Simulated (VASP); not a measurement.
# MnSb (P6_3/mmc) in VASP: further runs

The runs below take MnSb through single point, with PBEsol.

All numbers are computed with VASP 6.6.1; they aren't measurements. Logs are shortened: lines on timing, memory, paths and dates and some standing lists are left out, and cuts for length are marked.

**1. The cell of the first run**

The structure is hexagonal, space group P6_3/mmc (No. 194). Conventional cell: a = 3.720 Å, b = 3.720 Å, c = 5.181 Å, α = 90.00°, β = 90.00°, γ = 120.00°. Mn (site symmetry -3m) has 6 Sb at 2.51 Å and 2 Mn at 2.59 Å within 3.3 Å. Within 3.3 Å of Sb (site symmetry -6m2) lie 6 Mn at 2.51 Å.

**2. Single point, PBEsol (volume scaled by 0.72)**

The input, INCAR:

```
PREC = Accurate
ENCUT = 520
EDIFF = 1E-6
ISMEAR = -1
SIGMA = 0.1
LREAL = F
LASPH = T
NELM = 60
ALGO = Normal
ISIF = 2
LWAVE = F
LCHARG = T
GGA = PS
LELF = T
LVHAR = T
NBANDS = 26
```

The input, KPOINTS:

```
regular mesh
0
Gamma
  9 9 6
```

The input, POSCAR:

```
MnSb
1.0
    3.7195659396      0.0000000000      0.0000000000
   -1.8597829698      3.2212385948      0.0000000000
    0.0000000000      0.0000000000      5.1805038870
Mn Sb
2 2
Direct
    0.0000000000      0.0000000000      0.0000000000
    0.0000000000      0.0000000000      0.5000000000
    0.3333333333      0.6666666667      0.2500000000
    0.6666666667      0.3333333333      0.7500000000
```

Potentials or basis: VASP PAW PBE potentials, release 64 (Mn_pv, Sb).

Launch:

```
cat potpaw_PBE.64/Mn_pv/POTCAR potpaw_PBE.64/Sb/POTCAR > POTCAR
mpirun -np 1 vasp_std > vasp.out
```

OUTCAR:

```text
PREC = Accurate
   ENCUT = 520
   EDIFF = 1E-6
   ISMEAR = -1
   LREAL = F
   LASPH = T
   NELM = 60
   ISIF = 2
   GGA = PS

 ion  position               nearest neighbor table
   1  0.000  0.000  0.000-   3 2.51   4 2.51   4 2.51   3 2.51   4 2.51   3 2.51   2 2.59   2 2.59

   2  0.000  0.000  0.500-   3 2.51   4 2.51   4 2.51   3 2.51   4 2.51   3 2.51   1 2.59   1 2.59

   3  0.333  0.667  0.250-   1 2.51   2 2.51   1 2.51   2 2.51   1 2.51   2 2.51   4 3.36   4 3.36
                             4 3.36   4 3.36   4 3.36   4 3.36
   4  0.667  0.333  0.750-   1 2.51   2 2.51   1 2.51   2 2.51   1 2.51   2 2.51   3 3.36   3 3.36
                             3 3.36   3 3.36   3 3.36   3 3.36

  LATTYP: Found a hexagonal cell.
 ALAT       =     3.7195659396
 C/A-ratio  =     1.3927710843

  Lattice vectors:

 A1 = (   3.7195659396,   0.0000000000,   0.0000000000)
 A2 = (  -1.8597829698,   3.2212385948,   0.0000000000)
 A3 = (   0.0000000000,   0.0000000000,   5.1805038870)

Analysis of symmetry for initial positions (statically):
=====================================================================
 Subroutine PRICEL returns:
 Original cell was already a primitive cell.

 Routine SETGRP: Setting up the symmetry group for a
 hexagonal supercell.

 Subroutine GETGRP returns: Found 24 space group operations
 (whereof 12 operations were pure point group operations)
 out of a pool of 24 trial point group operations.

The static configuration has the point symmetry D_3d.
 The point group associated with its full space group is D_6h.

Analysis of symmetry for dynamics (positions and initial velocities):
=====================================================================
 Subroutine PRICEL returns:
 Original cell was already a primitive cell.

 Routine SETGRP: Setting up the symmetry group for a
 hexagonal supercell.

 Subroutine GETGRP returns: Found 24 space group operations
 (whereof 12 operations were pure point group operations)
 out of a pool of 24 trial point group operations.

The dynamic configuration has the point symmetry D_3d.
 The point group associated with its full space group is D_6h.

 Subroutine INISYM returns: Found 24 space group operations
 (whereof 12 operations are pure point group operations),
 and found     1 'primitive' translations

----------------------------------------------------------------------------------------

                                     Primitive cell

  volume of cell :      62.0708

  direct lattice vectors                    reciprocal lattice vectors
     3.719565940  0.000000000  0.000000000     0.268848574  0.155219797  0.000000000
    -1.859782970  3.221238595  0.000000000     0.000000000  0.310439594  0.000000000
     0.000000000  0.000000000  5.180503887     0.000000000  0.000000000  0.193031416

  length of vectors
     3.719565940  3.719565940  5.180503887     0.310439594  0.310439594  0.193031416

  position of ions in fractional coordinates (direct lattice)
     0.000000000  0.000000000  0.000000000
     0.000000000  0.000000000  0.500000000
     0.333333333  0.666666667  0.250000000
     0.666666667  0.333333333  0.750000000

  ion indices of the primitive-cell ions
   primitive index   ion index
                 1           1
                 2           2
                 3           3
                 4           4

----------------------------------------------------------------------------------------

 KPOINTS: regular mesh

Automatic generation of k-mesh.
 Grid dimensions read from file:
 generate k-points for:    9    9    6

 Generating k-lattice:

  Cartesian coordinates                     Fractional coordinates (reciprocal lattice)
     0.029872064  0.017246644  0.000000000     0.111111111  0.000000000  0.000000000
     0.000000000  0.034493288  0.000000000     0.000000000  0.111111111  0.000000000
     0.000000000  0.000000000  0.032171903     0.000000000  0.000000000  0.166666667

  Length of vectors
     0.034493288  0.034493288  0.032171903

  Shift w.r.t. Gamma in fractional coordinates (k-lattice)
     0.000000000  0.000000000  0.000000000

 Subroutine IBZKPT returns following result:
 ===========================================

 Found     48 irreducible k-points:

 Following reciprocal coordinates:
            Coordinates               Weight
  0.000000  0.000000  0.000000      1.000000
  0.111111  0.000000  0.000000      6.000000
  0.222222  0.000000  0.000000      6.000000
  0.333333  0.000000  0.000000      6.000000
  0.444444  0.000000  0.000000      6.000000
  0.111111  0.111111  0.000000      6.000000
[... 16 lines left out ...]
  0.333333  0.222222  0.166667     24.000000
  0.333333  0.333333  0.166667      4.000000
 [... further k-points ...]
   k-points           NKPTS =     48   k-points in BZ     NKDIM =     48   number of bands    NBANDS=     26
   number of dos      NEDOS =    301   number of ions     NIONS =      4
   total plane-waves  NPLWV =  31360
   dimension x,y,z NGX =    28 NGY =   28 NGZ =   40
   dimension x,y,z NGXF=    56 NGYF=   56 NGZF=   80
   ions per type =               2   2
   NGX,Y,Z   is equivalent  to a cutoff of  12.51, 12.51, 12.84 a.u.
   NGXF,Y,Z  is equivalent  to a cutoff of  25.03, 25.03, 25.67 a.u.
 SYSTEM =  unknown system
   PREC   = accura    normal or accurate (medium, high low for compatibility)
   ISTART =      0    job   : 0-new  1-cont  2-samecut
   ICHARG =      2    charge: 1-file 2-atom 10-const
   ISPIN  =      1    spin polarized calculation?
   LNONCOLLINEAR =      F non collinear calculations
   LSORBIT =      F    spin-orbit coupling
   LASPH  =      T    aspherical Exc in radial PAW
   ENCUT  =  520.0 eV  38.22 Ry    6.18 a.u.   6.92  6.92  9.63*2*pi/ulx,y,z
   NELM   =     60;   NELMIN=  2; NELMDL= -5     # of ELM steps
   EDIFF  = 0.1E-05   stopping-criterion for ELM
   LREAL  =      F    real-space projection
   EDIFFG = 0.1E-04   stopping-criterion for IOM
   NSW    =      0    number of steps for IOM
   IBRION =     -1    ionic relax: 0-MD 1-quasi-New 2-CG
   NFREE  =      0    steps in history (QN), initial steepest desc. (CG)
   ISIF   =      2    stress and relaxation
   ISYM   =      2    0-nonsym 1-usesym 2-fastsym
   POTIM  = 0.5000    time-step for ionic-motion
   TEBEG  =    0.0;   TEEND  =   0.0 temperature during run
   PSTRESS=    0.0 pullay stress
   NELECT =      36.0000    total number of electrons
   NUPDOWN=      -1.0000    fix difference up-down
   EMIN   =  10.00;   EMAX   =-10.00  energy-range for DOS
   EFERMI =   0.00;   METHOD = LEGACY
   ISMEAR =    -1;   SIGMA  =   0.10  broadening in eV -4-tet -1-fermi 0-gaus
   EFERMI_NEDOS =   21; number of points for ismear=-14 and -15
   IALGO  =     38    algorithm
   IMIX   =      4    mixing-type and parameters
     AMIX     =   0.40;   BMIX     =  1.00
     AMIX_MAG =   1.60;   BMIX_MAG =  1.00
  volume/ion in A,a.u.               =      15.52       104.72
  Fermi-wavevector in a.u.,A,eV,Ry     =   1.365253  2.579955 25.360130  1.863917
  Thomas-Fermi vector in A             =   2.491498
   LORBIT       =      0    0 simple, 1 ext, 2 COOP (PROOUT), +10 PAW based schemes
   GGA     = PS    functional components
   LHFCALC =     F    Hartree Fock is set to
   AEXX    =    0.0000 exact exchange contribution
   IVDW    =     0    specifies the selected vdW correction
   LEPSILON=     F    determine dielectric tensor
   LRPA    =     F    only Hartree local field effects (RPA)
 non-spin polarized calculation
  energy-cutoff  :      520.00
  volume of cell :       62.07
 maximum number of plane-waves:      1686
 NGX is ok and might be reduce to    28
   NGX = 13   NGY = 13   NGZ = 19

 number of electron      35.9999973 magnetization

 Free energy of the ion-electron system (eV)
  ---------------------------------------------------
  ext. energy  EPLUGINS =         0.00000000
  ---------------------------------------------------
  free energy    TOTEN  =       -27.54607451 eV

  energy without entropy =      -27.33628853  energy(sigma->0) =      -27.44118152

 E-fermi :  11.3019     XC(G=0): -12.3890

 val. band max:       11.2958341332   @ k =   0.4444   0.1111   0.1667
 cond. band min:      11.3041226088   @ k =   0.4444   0.0000   0.1667
 fundamental gap:      0.0082884756
 Fermi energy:        11.3018834668

 k-point     1 :       0.0000    0.0000    0.0000
  band No.  band energies     occupation
      1     -36.3969      2.00000
      2     -36.1126      2.00000
      3     -36.0066      2.00000
      4     -36.0066      2.00000
      5     -35.9753      2.00000
      6     -35.9753      2.00000
[... 18 lines left out ...]
     25      16.5202      0.00000
     26      18.5622      0.00000

 k-point     2 :       0.1111    0.0000    0.0000
  band No.  band energies     occupation
      1     -36.3965      2.00000
      2     -36.1123      2.00000
      3     -36.0083      2.00000
      4     -36.0071      2.00000
      5     -35.9765      2.00000
      6     -35.9754      2.00000
[... 18 lines left out ...]
     25      17.0218      0.00000
     26      18.6720      0.00000

 k-point     3 :       0.2222    0.0000    0.0000
  band No.  band energies     occupation
      1     -36.3953      2.00000
      2     -36.1118      2.00000
      3     -36.0126      2.00000
      4     -36.0083      2.00000
      5     -35.9793      2.00000
      6     -35.9756      2.00000
[... 18 lines left out ...]
     25      16.8164      0.00000
     26      19.3166      0.00000

 k-point     4 :       0.3333    0.0000    0.0000
  band No.  band energies     occupation
      1     -36.3939      2.00000
      2     -36.1112      2.00000
      3     -36.0174      2.00000
      4     -36.0097      2.00000
      5     -35.9825      2.00000
      6     -35.9759      2.00000
[... 18 lines left out ...]
     25      17.1485      0.00000
     26      18.3977      0.00000
[... 496 lines left out ...]
      1     -36.3746      2.00000
      2     -36.1301      2.00000
      3     -36.0155      2.00000
      4     -36.0098      2.00000
      5     -35.9848      2.00000
      6     -35.9798      2.00000
[... 18 lines left out ...]
     25      17.7030      0.00000
     26      19.1133      0.00000

 k-point    23 :       0.3333    0.2222    0.1667
  band No.  band energies     occupation
      1     -36.3740      2.00000
      2     -36.1297      2.00000
      3     -36.0166      2.00000
      4     -36.0117      2.00000
      5     -35.9854      2.00000
      6     -35.9810      2.00000
[... 18 lines left out ...]
     25      17.3433      0.00000
     26      19.0864      0.00000

 k-point    24 :       0.3333    0.3333    0.1667
  band No.  band energies     occupation
      1     -36.3738      2.00000
      2     -36.1296      2.00000
      3     -36.0147      2.00000
      4     -36.0147      2.00000
      5     -35.9835      2.00000
      6     -35.9835      2.00000
[... 18 lines left out ...]
     25      16.9859      0.00000
     26      21.0174      0.00000

 [... further k-points ...]
[... 5 lines left out ...]
  --------------------------------------------------------------------------------------
  -------------------------------------------------------------------------------------
  Total        7.9790531      7.9790531      3.4513716      0.0000000     -0.0000000     -0.0000000
  in kB      205.9561570    205.9561570     89.0871667      0.0000000     -0.0000000     -0.0000000
  external PRESSURE =     166.9998269 kB  Pullay stress =       0.0000000 kB

 VOLUME and BASIS-vectors are now :
 -----------------------------------------------------------------------------
  energy-cutoff  :      520.00
  volume of cell :       62.07
      direct lattice vectors                 reciprocal lattice vectors
     3.719565940  0.000000000  0.000000000     0.268848574  0.155219797  0.000000000
    -1.859782970  3.221238595  0.000000000     0.000000000  0.310439594  0.000000000
     0.000000000  0.000000000  5.180503887     0.000000000  0.000000000  0.193031416

 POSITION                                       TOTAL-FORCE (eV/Angst)
 -----------------------------------------------------------------------------------
      0.00000      0.00000      0.00000         0.000000      0.000000     -0.000000
      0.00000      0.00000      2.59025        -0.000000      0.000000     -0.000000
     -0.00000      2.14749      1.29513         0.000000     -0.000000      0.000000
      1.85978      1.07375      3.88538        -0.000000      0.000000      0.000000
 -----------------------------------------------------------------------------------
    total drift:                               -0.000000      0.000000     -0.000000

  FREE ENERGIE OF THE ION-ELECTRON SYSTEM (eV)
  ---------------------------------------------------
  free  energy   TOTEN  =       -27.5460745140 eV

  energy  without entropy=      -27.3362885344  energy(sigma->0) =      -27.44118152
```

Wall time 39 s (1 thread of Intel Xeon 6975P-C (Granite Rapids), shared host); peak memory 0.21 GiB.

Results:

```
Free energy            : -27.5461 eV
Pressure               : 16.7 GPa
Band gap on the k mesh : zero (band 18 reaches 11.62 eV, above the bottom of band 19 at 11.10 eV)
```

Levels at points of the mesh, in eV from the Fermi level:
```csv
k point,band 14,band 15,band 16,band 17,band 18,band 19,band 20,band 21,band 22,band 23
"(0.00, 0.00, 0.00)",-1.60,-0.80,-0.80,0.32,0.32,1.85,1.85,2.25,4.19,4.56
"(0.00, 0.00, 0.50)",-2.53,-0.87,-0.87,-0.87,-0.87,1.48,1.48,4.24,4.24,4.24
```

Caveat: the PAW data sets were made with another functional, which shifts forces and pressure a little; spin-orbit coupling is left out, which moves the levels of the heavy elements. Spin polarisation is off, so any magnetic state and its effect on volume and gap are missing.

**3. Single point, PBEsol (volume scaled by 0.8)**

The input, INCAR:

```
SYSTEM = MnSb
ALGO     = Normal         ! electronic algorithm
EDIFF    = 1E-6           ! SCF threshold, eV
ENCUT    = 520            ! plane-wave cutoff, eV
GGA      = PS             ! functional
ISIF     = 2              ! what is computed and relaxed
ISMEAR   = -1             ! smearing method
LASPH    = .True.         ! aspherical terms in the spheres
LCHARG   = .False.        ! write CHGCAR
LREAL    = .False.        ! projectors in reciprocal space
LWAVE    = .False.        ! write WAVECAR
NBANDS   = 26             ! bands
NELM     = 60             ! most SCF steps
PREC     = Accurate       ! precision mode
SIGMA    = 0.1            ! smearing width, eV
```

The input, KPOINTS:

```
k-points
0
Gamma
  9 9 6
  0 0 0
```

The input, POSCAR:

```
MnSb
1.0
    3.8525187319      0.0000000000      0.0000000000
   -1.9262593660      3.3363790904      0.0000000000
    0.0000000000      0.0000000000      5.3656766917
Mn Sb
2 2
Direct
    0.0000000000      0.0000000000      0.0000000000
    0.0000000000      0.0000000000      0.5000000000
    0.3333333333      0.6666666667      0.2500000000
    0.6666666667      0.3333333333      0.7500000000
```

Potentials or basis: VASP PAW PBE potentials, release 64 (Mn_pv, Sb).

Launch:

```
cat potpaw_PBE.64/Mn_pv/POTCAR potpaw_PBE.64/Sb/POTCAR > POTCAR
mpirun -np 1 vasp_std > vasp.out
```

Wall time 46 s (1 thread of Intel Xeon 6975P-C (Granite Rapids), shared host); peak memory 0.22 GiB.

It converged, with:

```yaml
Free_energy: -27.8288 eV
Pressure: -1.8 GPa
Band_gap_on_the_k_mesh: zero (band 18 reaches 10.06 eV, above the bottom of band 19 at 9.63 eV)
```

Stress tensor (GPa, compression positive):
```
 1.61  0.00  0.00
 0.00  1.61  0.00
 0.00  0.00 -8.48
```

Levels at points of the mesh, in eV from the Fermi level:
| k point | band 15 | band 16 | band 17 | band 18 | band 19 | band 20 | band 21 | band 22 |
| --- | --- | --- | --- | --- | --- | --- | --- | --- |
| (0.00, 0.00, 0.00) | -0.68 | -0.68 | 0.28 | 0.28 | 1.48 | 1.48 | 1.91 | 3.94 |
| (0.00, 0.00, 0.50) | -0.73 | -0.73 | -0.73 | -0.73 | 1.05 | 1.05 | 3.66 | 3.66 |

Caveat: the PAW data sets were made with another functional, which shifts forces and pressure a little; spin-orbit coupling is left out, which moves the levels of the heavy elements.

(Part 1 of 2 ends here.)
